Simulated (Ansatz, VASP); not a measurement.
**LuB2Os2: VASP beside Ansatz**

Contents of POSCAR:

```
LuB2Os2
1.0
    0.0000000000      3.7867130000      0.0000000000
    3.7867130000      0.0000000000      0.0000000000
    1.8933560000      1.8933560000     -4.3998010000
Os Lu B
2 1 2
Direct
    0.7500000000      0.2500000000      0.5000000000
    0.2500000000      0.7500000000      0.5000000000
    0.0000000000      0.0000000000      0.0000000000
    0.3750000000      0.3750000000      0.2500000000
    0.6250000000      0.6250000000      0.7500000000
```

INCAR.step1

```
SYSTEM = LuB2Os2
PREC = Accurate ; ENCUT = 660
ISMEAR = -1 ; SIGMA = 0.1
LREAL = .False. ; LASPH = .True.
NELM = 120 ; NBANDS = 32
GGA = PE ; ALGO = Normal
EDIFF = 1E-5 ; LWAVE = .True.
LCHARG = .False. ; GGA_COMPAT = .False.
```

The input INCAR.step2:

```
SYSTEM = LuB2Os2
PREC = Accurate ; ENCUT = 660
EDIFF = 1E-6 ; ISMEAR = -1
SIGMA = 0.1 ; LREAL = .False.
LASPH = .True. ; NELM = 120
ALGO = Normal ; ISIF = 2
LWAVE = .False. ; LCHARG = .False.
METAGGA = R2SCAN ; LMIXTAU = .True.
NBANDS = 32 ; ISTART = 1
GGA_COMPAT = .False.
```

KPOINTS

```
regular mesh
0
Gamma
  5 5 5
  0 0 0
```

Input for Ansatz:

```yaml
crystal:
  lattice:
    - [0.0, 3.786713, 0.0]
    - [3.786713, 0.0, 0.0]
    - [1.893356, 1.893356, -4.399801]
  atoms:
    - { symbol: Os, position: [0.75, 0.25, 0.5] }
    - { symbol: Os, position: [0.25, 0.75, 0.5] }
    - { symbol: Lu, position: [0.0, 0.0, 0.0] }
    - { symbol: B, position: [0.375, 0.375, 0.25] }
    - { symbol: B, position: [0.625, 0.625, 0.75] }
  symmetry: { tolerance: 0.0003 }
kpoints:
  mp_grid: { grid: [5, 5, 5], shift: [0, 0, 0] }
magnetization:
  spin_polarized: false
scf:
  occupations: { method: fermi_dirac }
  mixing: { algorithm: msr1, beta: 0.05 }
  initial_density: { chi_scale: 0.0 }
  eigensolver: { kind: davidson }
hamiltonian:
  pseudopotentials: { kind: paw }
  xc: r2scan
basis:
  ecutwfc: 500
output:
  forces: true
  stress: true
  eigenvalues: true
```

Alike in both runs: task single point; functional r2SCAN; k mesh 5 × 5 × 5; no spin polarisation.

|  | VASP | Ansatz |
| --- | --- | --- |
| version | VASP 6.6.1 | Ansatz 0.2.0 |
| potentials or method | VASP PAW PBE potentials, release 64 (Os, Lu, B), cutoff 660 eV | PAW plane waves |
| occupations | fermi-dirac, width 0.1 eV | fermi-dirac |
| valence electrons in the cell | 47 | 63 |

```csv
,VASP,Ansatz,Ansatz less VASP
gap on the k mesh at the Fermi level (eV),none,none,-
pressure (GPa),12.0,10.3,-1.79
"traceless stress, the component that is largest in VASP (GPa)",4.16,4.62,+0.463
rms of the force components (eV/Å),0.191,0.161,-0.0300
```

VASP's potentials were made for PBE, not for r2SCAN. Atom by atom the forces differ by 0.030 eV/Å (rms over components). A gap of «none» marks a metal or a gap that the smearing closes. VASP's potentials hold 47 valence electrons a cell and Ansatz's 63, so a difference there can come from the potentials and not from the codes.

The k mesh is coarse, so the values compare programs but aren't converged. Neither program's run includes spin-orbit coupling.
